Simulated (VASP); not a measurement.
# LiCl (Fm-3m) in VASP: a series of runs, part 2 of 2

VASP 6.6.1.

## 3. Single point, PBE

This run uses another cell than the first one, of 16.87 Å³/atom, 1.040 times its volume.

Input file INCAR:

```
  PREC = Accurate
  ENCUT = 520
  EDIFF = 1E-6
  ISMEAR = 0
  SIGMA = 0.011
  LREAL = F
  LASPH = T
  NELM = 60
  ALGO = Normal
  ISIF = 2
  LWAVE = F
  LCHARG = F
  GGA = PE
  NBANDS = 12
```

Input file KPOINTS:

```
Automatic mesh
0
Gamma
  9 9 9
```

Input file POSCAR:

```
LiCl
1.0
    0.0000000000      2.5647700000      2.5647700000
    2.5647700000      0.0000000000      2.5647700000
    2.5647700000      2.5647700000      0.0000000000
Cl Li
1 1
Direct
    0.5000000000      0.5000000000      0.5000000000
    0.0000000000      0.0000000000      0.0000000000
```

Potentials or basis: VASP PAW PBE potentials, release 64 (Cl, Li_sv).

On the command line:

```
> cat potpaw_PBE.64/Cl/POTCAR potpaw_PBE.64/Li_sv/POTCAR > POTCAR
> mpirun -np 1 vasp_std > vasp.out
```

OUTCAR:

```text
PREC = Accurate
   ENCUT = 520
   EDIFF = 1E-6
   ISMEAR = 0
   LREAL = F
   LASPH = T
   NELM = 60
   ISIF = 2
   GGA = PE

 ion  position               nearest neighbor table
   1  0.500  0.500  0.500-   2 2.56   2 2.56   2 2.56   2 2.56   2 2.56   2 2.56
   2  0.000  0.000  0.000-   1 2.56   1 2.56   1 2.56   1 2.56   1 2.56   1 2.56

  LATTYP: Found a face centered cubic cell.
 ALAT       =     5.1295400000

  Lattice vectors:

 A1 = (   0.0000000000,   2.5647700000,   2.5647700000)
 A2 = (   2.5647700000,   0.0000000000,   2.5647700000)
 A3 = (   2.5647700000,   2.5647700000,   0.0000000000)

Analysis of symmetry for initial positions (statically):
=====================================================================
 Subroutine PRICEL returns:
 Original cell was already a primitive cell.

 Routine SETGRP: Setting up the symmetry group for a
 face centered cubic supercell.

 Subroutine GETGRP returns: Found 48 space group operations
 (whereof 48 operations were pure point group operations)
 out of a pool of 48 trial point group operations.

The static configuration has the point symmetry O_h .

Analysis of symmetry for dynamics (positions and initial velocities):
=====================================================================
 Subroutine PRICEL returns:
 Original cell was already a primitive cell.

 Routine SETGRP: Setting up the symmetry group for a
 face centered cubic supercell.

 Subroutine GETGRP returns: Found 48 space group operations
 (whereof 48 operations were pure point group operations)
 out of a pool of 48 trial point group operations.

The dynamic configuration has the point symmetry O_h .

 Subroutine INISYM returns: Found 48 space group operations
 (whereof 48 operations are pure point group operations),
 and found     1 'primitive' translations

----------------------------------------------------------------------------------------

                                     Primitive cell

  volume of cell :      33.7423

  direct lattice vectors                    reciprocal lattice vectors
     0.000000000  2.564770000  2.564770000    -0.194949255  0.194949255  0.194949255
     2.564770000  0.000000000  2.564770000     0.194949255 -0.194949255  0.194949255
     2.564770000  2.564770000  0.000000000     0.194949255  0.194949255 -0.194949255

  length of vectors
     3.627132518  3.627132518  3.627132518     0.337662014  0.337662014  0.337662014

  position of ions in fractional coordinates (direct lattice)
     0.500000000  0.500000000  0.500000000
     0.000000000  0.000000000  0.000000000

  ion indices of the primitive-cell ions
   primitive index   ion index
                 1           1
                 2           2

----------------------------------------------------------------------------------------

 KPOINTS: Automatic mesh

Automatic generation of k-mesh.
 Grid dimensions read from file:
 generate k-points for:    9    9    9

 Generating k-lattice:

  Cartesian coordinates                     Fractional coordinates (reciprocal lattice)
    -0.021661028  0.021661028  0.021661028     0.111111111  0.000000000  0.000000000
     0.021661028 -0.021661028  0.021661028     0.000000000  0.111111111  0.000000000
     0.021661028  0.021661028 -0.021661028     0.000000000  0.000000000  0.111111111

  Length of vectors
[... 38 lines left out ...]
   number of dos      NEDOS =    301   number of ions     NIONS =      2
   total plane-waves  NPLWV =  21952
   dimension x,y,z NGX =    28 NGY =   28 NGZ =   28
   dimension x,y,z NGXF=    56 NGYF=   56 NGZF=   56
   ions per type =               1   1
   NGX,Y,Z   is equivalent  to a cutoff of  12.83, 12.83, 12.83 a.u.
   NGXF,Y,Z  is equivalent  to a cutoff of  25.67, 25.67, 25.67 a.u.
 SYSTEM =  unknown system
   PREC   = accura    normal or accurate (medium, high low for compatibility)
   ISTART =      0    job   : 0-new  1-cont  2-samecut
   ICHARG =      2    charge: 1-file 2-atom 10-const
   ISPIN  =      1    spin polarized calculation?
   LNONCOLLINEAR =      F non collinear calculations
   LSORBIT =      F    spin-orbit coupling
   LASPH  =      T    aspherical Exc in radial PAW
   ENCUT  =  520.0 eV  38.22 Ry    6.18 a.u.   6.74  6.74  6.74*2*pi/ulx,y,z
   NELM   =     60;   NELMIN=  2; NELMDL= -5     # of ELM steps
   EDIFF  = 0.1E-05   stopping-criterion for ELM
   LREAL  =      F    real-space projection
   EDIFFG = 0.1E-04   stopping-criterion for IOM
   NSW    =      0    number of steps for IOM
   IBRION =     -1    ionic relax: 0-MD 1-quasi-New 2-CG
   NFREE  =      0    steps in history (QN), initial steepest desc. (CG)
   ISIF   =      2    stress and relaxation
   ISYM   =      2    0-nonsym 1-usesym 2-fastsym
   POTIM  = 0.5000    time-step for ionic-motion
   TEBEG  =    0.0;   TEEND  =   0.0 temperature during run
   PSTRESS=    0.0 pullay stress
   NELECT =      10.0000    total number of electrons
   NUPDOWN=      -1.0000    fix difference up-down
   EMIN   =  10.00;   EMAX   =-10.00  energy-range for DOS
   EFERMI =   0.00;   METHOD = LEGACY
   ISMEAR =     0;   SIGMA  =   0.01  broadening in eV -4-tet -1-fermi 0-gaus
   EFERMI_NEDOS =   21; number of points for ismear=-14 and -15
   IALGO  =     38    algorithm
   IMIX   =      4    mixing-type and parameters
     AMIX     =   0.40;   BMIX     =  1.00
     AMIX_MAG =   1.60;   BMIX_MAG =  1.00
  volume/ion in A,a.u.               =      16.87       113.85
  Fermi-wavevector in a.u.,A,eV,Ry     =   1.091482  2.062601 16.209056  1.191332
  Thomas-Fermi vector in A             =   2.227728
   LORBIT       =      0    0 simple, 1 ext, 2 COOP (PROOUT), +10 PAW based schemes
   GGA     = PE    functional components
   LHFCALC =     F    Hartree Fock is set to
   AEXX    =    0.0000 exact exchange contribution
   IVDW    =     0    specifies the selected vdW correction
   LEPSILON=     F    determine dielectric tensor
   LRPA    =     F    only Hartree local field effects (RPA)
 non-spin polarized calculation
 Gauss-broadening in eV      SIGMA  =   0.01
  energy-cutoff  :      520.00
  volume of cell :       33.74
 maximum number of plane-waves:       922
   NGX = 13   NGY = 13   NGZ = 13

 number of electron      10.0000005 magnetization

 Free energy of the ion-electron system (eV)
  ---------------------------------------------------
  ext. energy  EPLUGINS =         0.00000000
  ---------------------------------------------------
  free energy    TOTEN  =        -7.38575090 eV

  energy without entropy =       -7.38575090  energy(sigma->0) =       -7.38575090

 E-fermi :   0.6633     XC(G=0):  -8.7308

 val. band max:        0.5793941029   @ k =   0.0000   0.0000   0.0000
 cond. band min:       6.9203722922   @ k =   0.0000   0.0000   0.0000
 fundamental gap:      6.3409781893
 Fermi energy:         0.6632534371

 k-point     1 :       0.0000    0.0000    0.0000
  band No.  band energies     occupation
      1     -42.9431      2.00000
      2     -12.8172      2.00000
      3       0.5794      2.00000
      4       0.5794      2.00000
      5       0.5794      2.00000
      6       6.9204      0.00000
      7      12.5179      0.00000
      8      12.5179      0.00000
      9      12.5179      0.00000
     10      15.1081      0.00000
     11      15.1095      0.00000
     12      15.1507      0.00000
[... 331 lines left out ...]
 k-point    24 :       0.4444    0.4444    0.0000
  band No.  band energies     occupation
      1     -42.9398      2.00000
      2     -12.0333      2.00000
      3      -2.2292      2.00000
      4      -0.4920      2.00000
      5      -0.4920      2.00000
      6       8.5227      0.00000
      7       8.9362      0.00000
      8      12.7396      0.00000
      9      14.5460      0.00000
     10      14.5461      0.00000
     11      17.4935      0.00000
     12      19.3285      0.00000

 [... further k-points ...]

------------------------ aborting loop because EDIFF is reached ----------------------------------------

  FORCE on cell =-STRESS in cart. coord.  units (eV):
  Direction    XX          YY          ZZ          XY          YZ          ZX
  --------------------------------------------------------------------------------------
  -------------------------------------------------------------------------------------
  Total        0.0634016      0.0634016      0.0634016      0.0000000     -0.0000000      0.0000000
  in kB        3.0104797      3.0104797      3.0104797      0.0000000     -0.0000000      0.0000000
  external PRESSURE =       3.0104797 kB  Pullay stress =       0.0000000 kB

 VOLUME and BASIS-vectors are now :
 -----------------------------------------------------------------------------
  energy-cutoff  :      520.00
  volume of cell :       33.74
      direct lattice vectors                 reciprocal lattice vectors
     0.000000000  2.564770000  2.564770000    -0.194949255  0.194949255  0.194949255
     2.564770000  0.000000000  2.564770000     0.194949255 -0.194949255  0.194949255
     2.564770000  2.564770000  0.000000000     0.194949255  0.194949255 -0.194949255

 POSITION                                       TOTAL-FORCE (eV/Angst)
 -----------------------------------------------------------------------------------
      2.56477      2.56477      2.56477        -0.000000     -0.000000     -0.000000
      0.00000      0.00000      0.00000         0.000000      0.000000      0.000000
 -----------------------------------------------------------------------------------
    total drift:                                0.000000      0.000000      0.000000

  FREE ENERGIE OF THE ION-ELECTRON SYSTEM (eV)
  ---------------------------------------------------
  free  energy   TOTEN  =        -7.3857509020 eV

  energy  without entropy=       -7.3857509020  energy(sigma->0) =       -7.38575090
```

OSZICAR:

```text
N       E                     dE             d eps       ncg     rms          rms(c)
DAV:   1     0.413775979438E+02    0.41378E+02   -0.41230E+03   840   0.764E+02
DAV:   2    -0.477568164761E+01   -0.46153E+02   -0.43962E+02  1060   0.145E+02
DAV:   3    -0.737040285440E+01   -0.25947E+01   -0.25882E+01  1124   0.348E+01
DAV:   4    -0.744933550668E+01   -0.78933E-01   -0.78888E-01  1164   0.590E+00
DAV:   5    -0.745047121182E+01   -0.11357E-02   -0.11357E-02  1136   0.608E-01    0.239E+00
DAV:   6    -0.737977830121E+01    0.70693E-01   -0.15296E-01  1048   0.182E+00    0.170E+00
DAV:   7    -0.738157665346E+01   -0.17984E-02   -0.49505E-02  1248   0.116E+00    0.926E-01
DAV:   8    -0.738573426738E+01   -0.41576E-02   -0.63877E-03  1024   0.549E-01    0.156E-01
DAV:   9    -0.738569372099E+01    0.40546E-04   -0.19956E-04  1048   0.987E-02    0.541E-02
DAV:  10    -0.738574342832E+01   -0.49707E-04   -0.12046E-04   988   0.737E-02    0.513E-02
DAV:  11    -0.738574994606E+01   -0.65177E-05   -0.13669E-05  1104   0.236E-02    0.195E-03
DAV:  12    -0.738575090205E+01   -0.95599E-06   -0.50187E-07   908   0.525E-03
   1 F= -.73857509E+01 E0= -.73857509E+01  d E =-.153393E-29
```

Wall time 14 s (1 thread of Intel Xeon Platinum 8259CL at 2.50GHz (Skylake/Cascade Lake), shared host); peak memory 0.15 GiB.

What came out:

```
Free energy            : -7.3858 eV
Band gap on the k mesh : 6.34 eV, direct
```

Caveat: the cutoff is under 1.25 times the usual one of these potentials, so pressure, stress and relaxed cells hold a basis-set (Pulay) error. A k mesh can miss the band edges.

## 4. Single point, PBE

This run uses another cell than the first one, of 17.08 Å³/atom, 1.053 times its volume.

Input file INCAR:

```
SYSTEM = LiCl
PREC     = Accurate       ! precision mode
ENCUT    = 520            ! plane-wave cutoff, eV
EDIFF    = 1E-7           ! SCF threshold, eV
ISMEAR   = -1             ! smearing method
SIGMA    = 0.05           ! smearing width, eV
LREAL    = .FALSE.        ! projectors in reciprocal space
LASPH    = .TRUE.         ! aspherical terms in the spheres
NELM     = 60             ! most SCF steps
ALGO     = Normal         ! electronic algorithm
ISIF     = 2              ! what is computed and relaxed
LWAVE    = .FALSE.        ! write WAVECAR
LCHARG   = .FALSE.        ! write CHGCAR
GGA      = PE             ! functional
NBANDS   = 12             ! bands
```

Input file KPOINTS:

```
regular mesh
0
G
  9 9 9
  0 0 0
```

Input file POSCAR:

```
LiCl
1.0
    0.0000000000      2.5751315290      2.5751315290
    2.5751315290      0.0000000000      2.5751315290
    2.5751315290      2.5751315290      0.0000000000
Cl Li
1 1
Direct
    0.5000000000      0.5000000000      0.5000000000
    0.0000000000      0.0000000000      0.0000000000
```

On the command line:

```
> cat potpaw_PBE.64/Cl/POTCAR potpaw_PBE.64/Li_sv/POTCAR > POTCAR
> mpirun -np 1 vasp_std > vasp.out
```

It took 17 s on 1 thread of Intel Xeon Platinum 8259CL at 2.50GHz (Skylake/Cascade Lake), shared host; peak memory 0.15 GiB.

The run converged. Its results:

* Free energy: -7.3862 eV
* Band gap on the k mesh: 6.27 eV, direct

Levels at points of the mesh, in eV from the valence-band top:
| k point | band 2 | band 3 | band 4 | band 5 | band 6 | band 7 | band 8 | band 9 |
| --- | --- | --- | --- | --- | --- | --- | --- | --- |
| (0.00, 0.00, 0.00) | -13.35 | 0.00 | 0.00 | 0.00 | 6.27 | 11.93 | 11.93 | 11.93 |

Caveat: the cutoff is under 1.25 times the usual one of these potentials, so pressure, stress and relaxed cells hold a basis-set (Pulay) error. PBE gaps usually lie below the measured ones, often by a third to a half.

## 5. The runs side by side

| level | cell | smearing | gap on the mesh (eV) |
| --- | --- | --- | --- |
| PBEsol | a = 3.580 Å, angles 60.0°, 2 atoms | fermi-dirac 0.05 eV | 6.37 |
| PBE | a = 3.627 Å, angles 60.0°, 2 atoms | gaussian 0.011 eV | 6.34 |
| PBE | a = 3.642 Å, angles 60.0°, 2 atoms | fermi-dirac 0.05 eV | 6.27 |

Alike in all rows: task single point; potentials or basis VASP PAW PBE potentials, release 64 (Cl, Li_sv); no spin polarisation; k mesh 9 × 9 × 9; cutoff (eV) 520.

Caveats: the cutoff is under 1.25 times the usual one of these potentials, so pressure, stress and relaxed cells hold a basis-set (Pulay) error; the PAW data sets were made with another functional, which shifts forces and pressure a little (some runs).

Total energies depend on the potentials used, so only differences within one code and one set of settings carry meaning.
